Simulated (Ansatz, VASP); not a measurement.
## In3O2: VASP beside Ansatz

```
In O
1.0
     3.58814    0.00000    0.00000
    -1.79407    3.10742    0.00000
     0.00000    0.00000   10.02430
In O
3 2
Cartesian
  0.0000 0.0000 6.5412
  0.0000 0.0000 3.4831
  1.7941 1.0358 0.0000
  1.7941 1.0358 5.0122
  0.0000 2.0716 0.0000
```

Change from the starting cell: species swapped into the Fe3Ge2 type (P-6m2, No. 187).

Alike in both runs: functional PBE; k mesh 6 × 6 × 4; occupations gaussian, width 0.1 eV; no spin polarisation.

Ansatz relaxed the structure, and its values are those at the end. VASP's run is a single point on that final structure, the one shown.

|  | VASP | Ansatz |
| --- | --- | --- |
| version | VASP 6.6.1 | Ansatz 0.2.0 |
| potentials or method | VASP PAW PBE potentials, release 64 (In_d, O), cutoff 520 eV | scalar-relativistic, plane waves, PAW |
| valence electrons in the cell | 51 | 51 |

```tsv
	VASP	Ansatz	Ansatz less VASP
gap on the k mesh at the Fermi level (eV)	none	none	-
pressure (GPa)	0.2	0.0	-0.11
rms of the force components (eV/Å)	0.004	0.002	-0.0023
```

A gap of «none» marks a metal or a gap that the smearing closes.
